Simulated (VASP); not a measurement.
Here is a VASP 6.6.1 calculation.

The input POSCAR:

```
C
1.0
    2.4652993330      0.0000000000      0.0000000000
   -1.2326496665      2.1350118504      0.0000000000
    0.0000000000      0.0000000000     32.7441727485
C
4
Direct
    0.0000000000      0.0000000000      0.4480190938
    0.6666666667      0.3333333333      0.4480059746
    0.0000000000      0.0000000000      0.5519809062
    0.3333333333      0.6666666667      0.5519940254
```

File INCAR.step1:

```
  PREC = Accurate
  ENCUT = 580
  ISMEAR = 0
  SIGMA = 0.1
  LREAL = False
  LASPH = True
  NELM = 120
  LDIPOL = True
  IDIPOL = 3
  DIPOL = 0.5 0.5 0.500
  NBANDS = 16
  GGA = PE
  ALGO = Normal
  EDIFF = 1E-5
  LWAVE = True
  LCHARG = False
  GGA_COMPAT = False
  NELMDL = -8
```

Contents of INCAR.step2:

```
  PREC = Accurate
  ENCUT = 580
  EDIFF = 1E-6
  ISMEAR = 0
  SIGMA = 0.1
  LREAL = False
  LASPH = True
  NELM = 120
  ALGO = Normal
  ISIF = 2
  LWAVE = False
  LCHARG = False
  LDIPOL = True
  IDIPOL = 3
  DIPOL = 0.5 0.5 0.500
  METAGGA = R2SCAN
  LMIXTAU = True
  NBANDS = 16
  ISTART = 1
  GGA_COMPAT = False
```

The input KPOINTS:

```
Automatic mesh
0
Gamma
  21 21 1
```

Potentials or basis: VASP PAW PBE potentials, release 64 (C).

Launch:

```sh
$ cat potpaw_PBE.64/C/POTCAR > POTCAR
$ cp INCAR.step1 INCAR
$ mpirun -np 1 vasp_std > vasp.out
$ cp INCAR.step2 INCAR
$ mpirun -np 1 vasp_std > vasp.out
```

(1) Predict the band gap on the k mesh.

(2) Estimate the largest force.

Answers

(1) zero (filled and empty bands touch).

(2) 0.019 eV/Å.

Caveat: the PAW data sets were made with another functional, which shifts forces and pressure a little.
